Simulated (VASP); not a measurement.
A run of VASP 6.6.1:

INCAR

```
PREC = Accurate
ENCUT = 520
EDIFF = 1E-6
ISMEAR = 1
SIGMA = 0.1
LREAL = False
LASPH = True
NELM = 60
ALGO = Normal
ISIF = 2
LWAVE = False
LCHARG = False
GGA = PS
NBANDS = 17
```

File KPOINTS:

```
Automatic mesh
0
Gamma
  8 8 4
```

The input POSCAR:

```
Sr
1.0
    4.2713432091      0.0000000000      0.0000000000
   -2.1356716046      3.6990922325      0.0000000000
    0.0000000000      0.0000000000      6.9867678943
Sr
2
Direct
    0.3333333333      0.6666666667      0.2500000000
    0.6666666667      0.3333333333      0.7500000000
```

Potentials or basis: VASP PAW PBE potentials, release 64 (Sr_sv).

The run is started by

```sh
$ cat potpaw_PBE.64/Sr_sv/POTCAR > POTCAR
$ mpirun -np 1 vasp_std > vasp.out
```

Hardware: 1 thread of Intel Xeon 8259CL, on a shared host.

Question: Estimate the wall time of this run.

Answer: Run time: 64 s on 1 thread of Intel Xeon 8259CL (shared host), peak memory 0.24 GiB. Counts: scf iterations 11, k points 30.
